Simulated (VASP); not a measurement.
# NaTe2 (P4/mmm) in VASP: further runs

NaTe2 is run at these levels: PBE; tasks: single point.

Program: VASP 6.6.1. These are calculated values, not measurements. Logs are shortened: lines on timing, memory, paths and dates and some standing lists are left out, and cuts for length are marked.

## Step 1: The cell of the first run

It takes space group P4/mmm (No. 123, tetragonal). Conventional cell: a = 4.497 Å, b = 4.497 Å, c = 4.989 Å, α = 90.00°, β = 90.00°, γ = 90.00°. Within 4.4 Å of Na (site symmetry 4/mmm) lie 8 Te at 3.36 Å. Within 4.2 Å of Te (site symmetry mmm) lie 4 Te at 3.18 Å and 4 Na at 3.36 Å.

## Step 2: Single point, PBE

File INCAR:

```
SYSTEM = NaTe2
  ALGO = Normal
  EDIFF = 1E-6
  ENCUT = 520
  GGA = PE
  ISIF = 2
  ISMEAR = 0
  LASPH = .True.
  LCHARG = .False.
  LREAL = .False.
  LWAVE = .False.
  NBANDS = 16
  NELM = 80
  PREC = Accurate
  SIGMA = 0.1
```

File KPOINTS:

```
k-points
0
Gamma
  4 4 4
  0 0 0
```

File POSCAR:

```
NaTe2
1.0
    4.4967667000      0.0000000000      0.0000000000
    0.0000000000      4.4967667000      0.0000000000
    0.0000000000      0.0000000000      4.9894726000
Na Te
1 2
Direct
    0.0000000000      0.0000000000      0.5000000000
    0.5000000000      0.0000000000      0.0000000000
    0.0000000000      0.5000000000      0.0000000000
```

Potentials or basis: VASP PAW PBE potentials, release 64 (Na_pv, Te).

Launch:

```console
cat potpaw_PBE.64/Na_pv/POTCAR potpaw_PBE.64/Te/POTCAR > POTCAR
mpirun -np 1 vasp_std > vasp.out
```

OUTCAR:

```text
SYSTEM = NaTe2
   EDIFF = 1E-6
   ENCUT = 520
   GGA = PE
   ISIF = 2
   ISMEAR = 0
   LASPH = .True.
   LREAL = .False.
   NELM = 80
   PREC = Accurate

 ion  position               nearest neighbor table
   1  0.000  0.000  0.500-
   2  0.500  0.000  0.000-   3 3.18   3 3.18   3 3.18   3 3.18
   3  0.000  0.500  0.000-   2 3.18   2 3.18   2 3.18   2 3.18

  LATTYP: Found a simple tetragonal cell.
 ALAT       =     4.4967667000
 C/A-ratio  =     1.1095689265

  Lattice vectors:

 A1 = (   4.4967667000,   0.0000000000,   0.0000000000)
 A2 = (   0.0000000000,   4.4967667000,   0.0000000000)
 A3 = (   0.0000000000,   0.0000000000,   4.9894726000)

Analysis of symmetry for initial positions (statically):
=====================================================================
 Subroutine PRICEL returns:
 Original cell was already a primitive cell.

 Routine SETGRP: Setting up the symmetry group for a
 simple tetragonal supercell.

 Subroutine GETGRP returns: Found 16 space group operations
 (whereof 16 operations were pure point group operations)
 out of a pool of 16 trial point group operations.

The static configuration has the point symmetry D_4h.

Analysis of symmetry for dynamics (positions and initial velocities):
=====================================================================
 Subroutine PRICEL returns:
 Original cell was already a primitive cell.

 Routine SETGRP: Setting up the symmetry group for a
 simple tetragonal supercell.

 Subroutine GETGRP returns: Found 16 space group operations
 (whereof 16 operations were pure point group operations)
 out of a pool of 16 trial point group operations.

The dynamic configuration has the point symmetry D_4h.

 Subroutine INISYM returns: Found 16 space group operations
 (whereof 16 operations are pure point group operations),
 and found     1 'primitive' translations

----------------------------------------------------------------------------------------

                                     Primitive cell

  volume of cell :     100.8917

  direct lattice vectors                    reciprocal lattice vectors
     4.496766700  0.000000000  0.000000000     0.222382006  0.000000000  0.000000000
     0.000000000  4.496766700  0.000000000     0.000000000  0.222382006  0.000000000
     0.000000000  0.000000000  4.989472600     0.000000000  0.000000000  0.200421984

  length of vectors
     4.496766700  4.496766700  4.989472600     0.222382006  0.222382006  0.200421984

  position of ions in fractional coordinates (direct lattice)
     0.000000000  0.000000000  0.500000000
     0.500000000  0.000000000  0.000000000
     0.000000000  0.500000000  0.000000000

  ion indices of the primitive-cell ions
   primitive index   ion index
                 1           1
                 2           2
                 3           3

----------------------------------------------------------------------------------------

 KPOINTS: k-points

Automatic generation of k-mesh.
 Grid dimensions read from file:
 generate k-points for:    4    4    4

 Generating k-lattice:

  Cartesian coordinates                     Fractional coordinates (reciprocal lattice)
     0.055595502  0.000000000  0.000000000     0.250000000  0.000000000  0.000000000
     0.000000000  0.055595502  0.000000000     0.000000000  0.250000000  0.000000000
     0.000000000  0.000000000  0.050105496     0.000000000  0.000000000  0.250000000

  Length of vectors
     0.055595502  0.055595502  0.050105496

  Shift w.r.t. Gamma in fractional coordinates (k-lattice)
     0.000000000  0.000000000  0.000000000

 Subroutine IBZKPT returns following result:
 ===========================================

 Found     18 irreducible k-points:

 Following reciprocal coordinates:
            Coordinates               Weight
  0.000000  0.000000  0.000000      1.000000
  0.250000  0.000000  0.000000      4.000000
  0.500000  0.000000  0.000000      2.000000
  0.250000  0.250000  0.000000      4.000000
  0.500000  0.250000  0.000000      4.000000
  0.500000  0.500000  0.000000      1.000000
[... 10 lines left out ...]
  0.500000  0.250000  0.500000      4.000000
  0.500000  0.500000  0.500000      1.000000
   k-points           NKPTS =     18   k-points in BZ     NKDIM =     18   number of bands    NBANDS=     16
   number of dos      NEDOS =    301   number of ions     NIONS =      3
   total plane-waves  NPLWV =  51840
   dimension x,y,z NGX =    36 NGY =   36 NGZ =   40
   dimension x,y,z NGXF=    72 NGYF=   72 NGZF=   80
   ions per type =               1   2
   NGX,Y,Z   is equivalent  to a cutoff of  13.31, 13.31, 13.33 a.u.
   NGXF,Y,Z  is equivalent  to a cutoff of  26.62, 26.62, 26.66 a.u.
 SYSTEM =  NaTe2
   PREC   = accura    normal or accurate (medium, high low for compatibility)
   ISTART =      0    job   : 0-new  1-cont  2-samecut
   ICHARG =      2    charge: 1-file 2-atom 10-const
   ISPIN  =      1    spin polarized calculation?
   LNONCOLLINEAR =      F non collinear calculations
   LSORBIT =      F    spin-orbit coupling
   LASPH  =      T    aspherical Exc in radial PAW
   ENCUT  =  520.0 eV  38.22 Ry    6.18 a.u.   8.36  8.36  9.28*2*pi/ulx,y,z
   NELM   =     80;   NELMIN=  2; NELMDL= -5     # of ELM steps
   EDIFF  = 0.1E-05   stopping-criterion for ELM
   LREAL  =      F    real-space projection
   EDIFFG = 0.1E-04   stopping-criterion for IOM
   NSW    =      0    number of steps for IOM
   IBRION =     -1    ionic relax: 0-MD 1-quasi-New 2-CG
   NFREE  =      0    steps in history (QN), initial steepest desc. (CG)
   ISIF   =      2    stress and relaxation
   ISYM   =      2    0-nonsym 1-usesym 2-fastsym
   POTIM  = 0.5000    time-step for ionic-motion
   TEBEG  =    0.0;   TEEND  =   0.0 temperature during run
   PSTRESS=    0.0 pullay stress
   NELECT =      19.0000    total number of electrons
   NUPDOWN=      -1.0000    fix difference up-down
   EMIN   =  10.00;   EMAX   =-10.00  energy-range for DOS
   EFERMI =   0.00;   METHOD = LEGACY
   ISMEAR =     0;   SIGMA  =   0.10  broadening in eV -4-tet -1-fermi 0-gaus
   EFERMI_NEDOS =   21; number of points for ismear=-14 and -15
   IALGO  =     38    algorithm
   IMIX   =      4    mixing-type and parameters
     AMIX     =   0.40;   BMIX     =  1.00
     AMIX_MAG =   1.60;   BMIX_MAG =  1.00
  volume/ion in A,a.u.               =      33.63       226.95
  Fermi-wavevector in a.u.,A,eV,Ry     =   0.938370  1.773263 11.980458  0.880539
  Thomas-Fermi vector in A             =   2.065575
   LORBIT       =      0    0 simple, 1 ext, 2 COOP (PROOUT), +10 PAW based schemes
   GGA     = PE    functional components
   LHFCALC =     F    Hartree Fock is set to
   AEXX    =    0.0000 exact exchange contribution
   IVDW    =     0    specifies the selected vdW correction
   LEPSILON=     F    determine dielectric tensor
   LRPA    =     F    only Hartree local field effects (RPA)
 non-spin polarized calculation
 Gauss-broadening in eV      SIGMA  =   0.10
  energy-cutoff  :      520.00
  volume of cell :      100.89
 maximum number of plane-waves:      2743
 NGX is ok and might be reduce to    36
   NGX = 17   NGY = 17   NGZ = 19

 number of electron      18.9999985 magnetization

 Free energy of the ion-electron system (eV)
  ---------------------------------------------------
  ext. energy  EPLUGINS =         0.00000000
  ---------------------------------------------------
  free energy    TOTEN  =        -9.04210015 eV

  energy without entropy =       -9.03811103  energy(sigma->0) =       -9.04010559

 E-fermi :   4.1769     XC(G=0):  -8.1293

 val. band max:        3.8348877748   @ k =   0.0000   0.0000   0.2500
 cond. band min:       4.2222390311   @ k =   0.0000   0.0000   0.0000
 fundamental gap:      0.3873512563
 Fermi energy:         4.1768720515

 k-point     1 :       0.0000    0.0000    0.0000
  band No.  band energies     occupation
      1     -20.5224      2.00000
      2     -20.5188      2.00000
      3     -20.5188      2.00000
      4      -8.7889      2.00000
      5      -4.9568      2.00000
      6       0.1622      2.00000
[... 8 lines left out ...]
     15      10.6437      0.00000
     16      10.6437      0.00000

 k-point     2 :       0.2500    0.0000    0.0000
  band No.  band energies     occupation
      1     -20.5222      2.00000
      2     -20.5201      2.00000
      3     -20.5187      2.00000
      4      -8.4027      2.00000
      5      -5.8226      2.00000
      6       0.6535      2.00000
[... 8 lines left out ...]
     15      10.4830      0.00000
     16      11.0289      0.00000

 k-point     3 :       0.5000    0.0000    0.0000
  band No.  band energies     occupation
      1     -20.5220      2.00000
      2     -20.5214      2.00000
      3     -20.5186      2.00000
      4      -7.3394      2.00000
      5      -7.2808      2.00000
      6       1.9762      2.00000
[... 8 lines left out ...]
     15      11.6581      0.00000
     16      11.8496      0.00000

 k-point     4 :       0.2500    0.2500    0.0000
  band No.  band energies     occupation
      1     -20.5220      2.00000
      2     -20.5200      2.00000
      3     -20.5200      2.00000
      4      -8.0504      2.00000
      5      -6.1518      2.00000
      6      -0.8215      2.00000
[... 8 lines left out ...]
     15       9.0864      0.00000
     16      10.7860      0.00000
[... 210 lines left out ...]
 k-point    16 :       0.2500    0.2500    0.5000
  band No.  band energies     occupation
      1     -20.5236      2.00000
      2     -20.5198      2.00000
      3     -20.5197      2.00000
      4      -7.9727      2.00000
      5      -6.0960      2.00000
      6      -0.7084      2.00000
[... 8 lines left out ...]
     15      11.2206      0.00000
     16      11.2532      0.00000

 k-point    17 :       0.5000    0.2500    0.5000
  band No.  band energies     occupation
      1     -20.5233      2.00000
      2     -20.5210      2.00000
      3     -20.5197      2.00000
      4      -7.0674      2.00000
      5      -7.0485      2.00000
      6      -0.4737      2.00000
[... 8 lines left out ...]
     15      11.8657      0.00000
     16      12.1629      0.00000

 k-point    18 :       0.5000    0.5000    0.5000
  band No.  band energies     occupation
      1     -20.5230      2.00000
      2     -20.5209      2.00000
      3     -20.5209      2.00000
      4      -6.8468      2.00000
      5      -6.8468      2.00000
      6      -1.5452      2.00000
[... 8 lines left out ...]
     15      12.2448      0.00000
     16      13.4574      0.00000

------------------------ aborting loop because EDIFF is reached ----------------------------------------

  FORCE on cell =-STRESS in cart. coord.  units (eV):
  Direction    XX          YY          ZZ          XY          YZ          ZX
  --------------------------------------------------------------------------------------
  -------------------------------------------------------------------------------------
  Total        0.0336898      0.0336898      0.1425499      0.0000000      0.0000000      0.0000000
  in kB        0.5350001      0.5350001      2.2637172      0.0000000      0.0000000      0.0000000
  external PRESSURE =       1.1112391 kB  Pullay stress =       0.0000000 kB

 VOLUME and BASIS-vectors are now :
 -----------------------------------------------------------------------------
  energy-cutoff  :      520.00
  volume of cell :      100.89
      direct lattice vectors                 reciprocal lattice vectors
     4.496766700  0.000000000  0.000000000     0.222382006  0.000000000  0.000000000
     0.000000000  4.496766700  0.000000000     0.000000000  0.222382006  0.000000000
     0.000000000  0.000000000  4.989472600     0.000000000  0.000000000  0.200421984

 POSITION                                       TOTAL-FORCE (eV/Angst)
 -----------------------------------------------------------------------------------
      0.00000      0.00000      2.49474         0.000000      0.000000      0.000000
      2.24838      0.00000      0.00000         0.000000      0.000000      0.000000
      0.00000      2.24838      0.00000         0.000000      0.000000      0.000000
 -----------------------------------------------------------------------------------
    total drift:                                0.000000     -0.000000     -0.000000

  FREE ENERGIE OF THE ION-ELECTRON SYSTEM (eV)
  ---------------------------------------------------
  free  energy   TOTEN  =        -9.0421001511 eV

  energy  without entropy=       -9.0381110325  energy(sigma->0) =       -9.04010559
```

Wall time 29 s (1 thread of Intel Xeon Platinum 8488C (Sapphire Rapids), shared host); peak memory 0.22 GiB.

Results:

| Quantity | Value |
| --- | --- |
| Free energy | -9.0421 eV |
| Pressure | 0.1 GPa |

Levels at points of the mesh, in eV from the Fermi level:
```
           k point  band 7  band 8  band 9  band 10  band 11  band 12
(0.00, 0.00, 0.00)   -4.01   -3.36    0.05     1.05     1.75     1.75
(0.50, 0.00, 0.00)   -2.06   -1.99   -1.97    -1.93    -1.66     2.76
(0.50, 0.50, 0.00)   -5.46   -1.64   -1.64     3.10     3.31     3.72
(0.00, 0.00, 0.50)   -3.95   -3.95   -0.67     1.80     1.80     2.61
(0.50, 0.00, 0.50)   -2.87   -2.14   -1.90    -1.89    -1.55     4.84
(0.50, 0.50, 0.50)   -5.35   -2.47   -2.47     1.65     2.52     3.17
```

Caveat: spin-orbit coupling is left out, which moves the levels of the heavy elements.

## Step 3: Single point, PBE

File INCAR:

```
SYSTEM = NaTe2
ALGO = Normal
EDIFF = 1E-6
ENCUT = 520
GGA = PE
ISIF = 2
ISMEAR = 0
LASPH = .TRUE.
LCHARG = .FALSE.
LREAL = .FALSE.
LWAVE = .FALSE.
NBANDS = 16
NELM = 80
PREC = Accurate
SIGMA = 0.1
```

File KPOINTS:

```
k-points
0
G
  10 10 10
  0 0 0
```

POSCAR is that of step 2.

Potentials or basis: VASP PAW PBE potentials, release 64 (Na_pv, Te).

Launch:

```console
cat potpaw_PBE.64/Na_pv/POTCAR potpaw_PBE.64/Te/POTCAR > POTCAR
mpirun -np 1 vasp_std > vasp.out
```

OUTCAR:

```text
SYSTEM = NaTe2
   EDIFF = 1E-6
   ENCUT = 520
   GGA = PE
   ISIF = 2
   ISMEAR = 0
   LASPH = .TRUE.
   LREAL = .FALSE.
   NELM = 80
   PREC = Accurate

 ion  position               nearest neighbor table
   1  0.000  0.000  0.500-
   2  0.500  0.000  0.000-   3 3.18   3 3.18   3 3.18   3 3.18
   3  0.000  0.500  0.000-   2 3.18   2 3.18   2 3.18   2 3.18

  LATTYP: Found a simple tetragonal cell.
 ALAT       =     4.4967667000
 C/A-ratio  =     1.1095689265

  Lattice vectors:

 A1 = (   4.4967667000,   0.0000000000,   0.0000000000)
 A2 = (   0.0000000000,   4.4967667000,   0.0000000000)
 A3 = (   0.0000000000,   0.0000000000,   4.9894726000)

Analysis of symmetry for initial positions (statically):
=====================================================================
 Subroutine PRICEL returns:
 Original cell was already a primitive cell.

 Routine SETGRP: Setting up the symmetry group for a
 simple tetragonal supercell.

[... 161 lines left out ...]
 Free energy of the ion-electron system (eV)
  ---------------------------------------------------
  ext. energy  EPLUGINS =         0.00000000
  ---------------------------------------------------
  free energy    TOTEN  =        -8.97278707 eV

  energy without entropy =       -8.96558606  energy(sigma->0) =       -8.96918656

 E-fermi :   3.7646     XC(G=0):  -8.1349

 val. band max:        3.7568296360   @ k =   0.2000   0.1000   0.5000
 cond. band min:       3.7947896815   @ k =   0.1000   0.0000   0.2000
 fundamental gap:      0.0379600454
 Fermi energy:         3.7645700433

 k-point     1 :       0.0000    0.0000    0.0000
  band No.  band energies     occupation
      1     -20.5187      2.00000
      2     -20.5184      2.00000
      3     -20.5184      2.00000
      4      -8.7854      2.00000
      5      -4.9622      2.00000
      6       0.1762      2.00000
[... 433 lines left out ...]
      3     -20.5183      2.00000
      4      -8.5294      2.00000
      5      -5.5449      2.00000
      6       0.4975      2.00000
[... 8 lines left out ...]
     15      10.4946      0.00000
     16      10.5153      0.00000

 [... further k-points ...]
[... 5 lines left out ...]
  --------------------------------------------------------------------------------------
  -------------------------------------------------------------------------------------
  Total        0.0024977      0.0024977      0.0066392      0.0000000      0.0000000      0.0000000
  in kB        0.0396631      0.0396631      0.1054324      0.0000000      0.0000000      0.0000000
  external PRESSURE =       0.0615862 kB  Pullay stress =       0.0000000 kB

 VOLUME and BASIS-vectors are now :
 -----------------------------------------------------------------------------
  energy-cutoff  :      520.00
  volume of cell :      100.89
      direct lattice vectors                 reciprocal lattice vectors
     4.496766700  0.000000000  0.000000000     0.222382006  0.000000000  0.000000000
     0.000000000  4.496766700  0.000000000     0.000000000  0.222382006  0.000000000
     0.000000000  0.000000000  4.989472600     0.000000000  0.000000000  0.200421984

 POSITION                                       TOTAL-FORCE (eV/Angst)
 -----------------------------------------------------------------------------------
      0.00000      0.00000      2.49474         0.000000      0.000000      0.000000
      2.24838      0.00000      0.00000         0.000000      0.000000      0.000000
      0.00000      2.24838      0.00000         0.000000      0.000000      0.000000
 -----------------------------------------------------------------------------------
    total drift:                                0.000000     -0.000000     -0.000000

  FREE ENERGIE OF THE ION-ELECTRON SYSTEM (eV)
  ---------------------------------------------------
  free  energy   TOTEN  =        -8.9727870695 eV

  energy  without entropy=       -8.9655860577  energy(sigma->0) =       -8.96918656
```

Wall time 1.8 min (1 thread of Intel Xeon Platinum 8488C (Sapphire Rapids), shared host); peak memory 0.34 GiB.

Results:

```yaml
Free_energy: -8.9728 eV
Pressure: 0.0 GPa
```

Levels at points of the mesh, in eV from the Fermi level:
| k point | band 7 | band 8 | band 9 | band 10 | band 11 | band 12 |
| --- | --- | --- | --- | --- | --- | --- |
| (0.00, 0.00, 0.00) | -3.59 | -2.96 | 0.43 | 1.44 | 2.18 | 2.18 |
| (0.50, 0.00, 0.00) | -1.63 | -1.59 | -1.55 | -1.54 | -1.24 | 3.16 |
| (0.50, 0.50, 0.00) | -5.03 | -1.25 | -1.25 | 3.52 | 3.73 | 4.14 |
| (0.00, 0.00, 0.50) | -3.52 | -3.52 | -0.28 | 2.22 | 2.22 | 3.04 |
| (0.50, 0.00, 0.50) | -2.48 | -1.71 | -1.48 | -1.46 | -1.13 | 5.24 |
| (0.50, 0.50, 0.50) | -4.93 | -2.07 | -2.07 | 2.05 | 2.91 | 3.59 |

Caveat: spin-orbit coupling is left out, which moves the levels of the heavy elements.
